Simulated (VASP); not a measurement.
Input of a VASP 6.6.1 run:

POSCAR

```
Si
1.0
    3.8313174605      0.0000000000      0.0000000000
   -1.9156587303      3.3180182508      0.0000000000
    0.0000000000      0.0000000000      6.3326220002
Si
4
Direct
    0.6666666667      0.3333333333      0.9369905000
    0.3333333333      0.6666666667      0.4369905000
    0.6666666667      0.3333333333      0.5630095000
    0.3333333333      0.6666666667      0.0630095000
```

INCAR.step1

```
ALGO = Normal
EDIFF = 1E-4
ENCUT = 520
GGA = PE
ISMEAR = 0
LASPH = True
LCHARG = False
LREAL = False
LWAVE = True
NBANDS = 16
NELM = 60
PREC = Accurate
SIGMA = 0.01
```

INCAR.step2

```
ALGO = Normal
EDIFF = 1E-6
ENCUT = 520
ISIF = 2
ISMEAR = 0
ISTART = 1
LASPH = True
LCHARG = False
LMIXTAU = True
LREAL = False
LWAVE = False
METAGGA = R2SCAN
NBANDS = 16
NELM = 60
PREC = Accurate
SIGMA = 0.01
```

Contents of KPOINTS:

```
k-points
0
Gamma
  12 12 4
```

Potentials or basis: VASP PAW PBE potentials, release 64 (Si).

Launch:

```sh
$ cat potpaw_PBE.64/Si/POTCAR > POTCAR
$ cp INCAR.step1 INCAR
$ mpirun -np 1 vasp_std > vasp.out
$ cp INCAR.step2 INCAR
$ mpirun -np 1 vasp_std > vasp.out
```

Q: What does it give for the largest force?

A: 0.003 eV/Å.

Q: What does it give for the pressure?

A: -0.1 GPa.

Q: Predict the band gap on the k mesh.

A: 0.62 eV (least direct gap 1.37 eV).

Forces on the atoms (eV/Å):
```
Si   0.000  0.000  0.003
Si   0.000  0.000  0.003
Si   0.000  0.000 -0.003
Si   0.000  0.000 -0.003
```

Caveat: the PAW data sets were made with another functional, which shifts forces and pressure a little. A k mesh can miss the band edges.
